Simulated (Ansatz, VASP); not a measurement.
**NaCl: VASP beside Ansatz**

```
Na Cl
1.0
     0.00000    2.81000    2.81000
     2.81000    0.00000    2.81000
     2.81000    2.81000    0.00000
Na Cl
1 1
Cartesian
  0.0000 0.0000 0.0000
  2.8100 2.8100 2.8100
```

Alike in both runs: task single point; functional PBEsol; k mesh 4 × 4 × 4; no spin polarisation.

|  | VASP | Ansatz |
| --- | --- | --- |
| version | VASP 6.6.1 | Ansatz 0.2.0 |
| potentials or method | VASP PAW PBE potentials, release 64 (Na_pv, Cl) | plane waves, PAW |
| plane-wave cutoff (eV) | 500 | 420 |
| occupations | gaussian, width 0.01 eV | fixed |
| valence electrons in the cell | 14 | 16 |

|  | VASP | Ansatz | Ansatz less VASP |
| --- | --- | --- | --- |
| gap on the k mesh at the Fermi level (eV) | 4.97 | 4.97 | +0.004 |

VASP's potentials were made for PBE, not for PBEsol. VASP's potentials hold 14 valence electrons a cell and Ansatz's 16, so a difference there can come from the potentials and not from the codes.

The k mesh is coarse, so the values compare programs but aren't converged.
